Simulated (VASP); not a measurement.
Be:

```
Be
1.0
     2.29000    0.00000    0.00000
    -1.14500    1.98320    0.00000
     0.00000    0.00000    3.58843
Be
2
Direct
  0.00000 0.00000 0.00000
  0.33333 0.66667 0.50000
```

| Item | Value |
| --- | --- |
| Program | VASP 6.6.1 |
| Task | relaxation of cell and atoms |
| Functional | PBE |
| Potentials or basis | VASP PAW PBE potentials, release 64 (Be) |
| Cutoff | 600 eV |
| k mesh | 27 × 27 × 15 |
| Occupations | methfessel-paxton, width 0.1 eV |
| Spin | no spin polarisation |

At the start: pressure -3.3 GPa; volume 8.15 Å³/atom.

**Question.** How do energy, volume and symmetry change on relaxing?

**Answer.** Over 5 steps the energy falls by 2.4 meV/atom and the volume is 7.92 Å³/atom (-2.8 %); space group P6_3/mmc (No. 194, to 0.1 Å) before and after.

Step by step:
```csv
step,energy change (eV),largest force (eV/Å),pressure (GPa),volume (Å³)
1,0.0000,0.0000,-3.30,16.30
2,-0.0047,0.0000,-0.47,15.90
3,-0.0048,0.0000,0.01,15.84
4,-0.0048,0.0000,0.08,15.83
5,-0.0049,0.0000,0.06,15.83
```

Final structure:
```
Be
1.0
     2.26589    0.00000    0.00000
    -1.13295    1.96232    0.00000
     0.00000    0.00000    3.56097
Be
2
Direct
  0.00000 0.00000 0.00000
  0.33333 0.66667 0.50000
```
